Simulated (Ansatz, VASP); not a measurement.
# One calculation of In, two programs

Contents of INCAR:

```
ALGO = Normal
EDIFF = 1E-6
ENCUT = 520
GGA = RE
ISIF = 2
ISMEAR = -1
LASPH = T
LCHARG = F
LREAL = F
LWAVE = F
NBANDS = 20
NELM = 60
PREC = Accurate
SIGMA = 0.1
```

File KPOINTS:

```
k-points
0
Gamma
  9 9 9
```

The input POSCAR:

```
In
1.0
    0.0000000000      3.2708298349      3.2708298349
    3.2708298349      0.0000000000      3.2708298349
    3.2708298349      3.2708298349      0.0000000000
In
2
Direct
    0.1250000000      0.1250000000      0.1250000000
    0.8750000000      0.8750000000      0.8750000000
```

Input for Ansatz:

```yaml
crystal:
  lattice:
    - [0.0, 3.2708298349, 3.2708298349]
    - [3.2708298349, 0.0, 3.2708298349]
    - [3.2708298349, 3.2708298349, 0.0]
  atoms:
    - { symbol: In, position: [0.125, 0.125, 0.125] }
    - { symbol: In, position: [0.875, 0.875, 0.875] }
hamiltonian:
  xc: revpbe
  pseudopotentials:
    kind: paw
    azcp:
      In: "pseudopotentials/In.paw.azcp"
basis:
  ecutwfc: 420
  fft_grid_basis: typed
kpoints:
  mp_grid: { grid: [9, 9, 9], shift: [0, 0, 0] }
magnetization:
  spin_polarized: false
scf:
  occupations: { method: fermi_dirac, width: 0.1 }
  lower_state_search: "off"
output:
  stress: true
```

Alike in both runs: task single point; functional revPBE; k mesh 9 × 9 × 9; occupations fermi-dirac, width 0.1 eV; no spin polarisation.

```csv
,VASP,Ansatz
version,VASP 6.6.1,Ansatz 0.2.0
potentials or method,"VASP PAW PBE potentials, release 64 (In_d), cutoff 520 eV","plane waves (420 eV) with PAW, scalar-relativistic"
valence electrons in the cell,26,26
```

|  | VASP | Ansatz | Ansatz less VASP |
| --- | --- | --- | --- |
| pressure (GPa) | 3.4 | 3.4 | +0.01 |

VASP's potentials were made for PBE, not for revPBE. With one functional, cell and mesh, what is left measures potentials, basis and numerics.
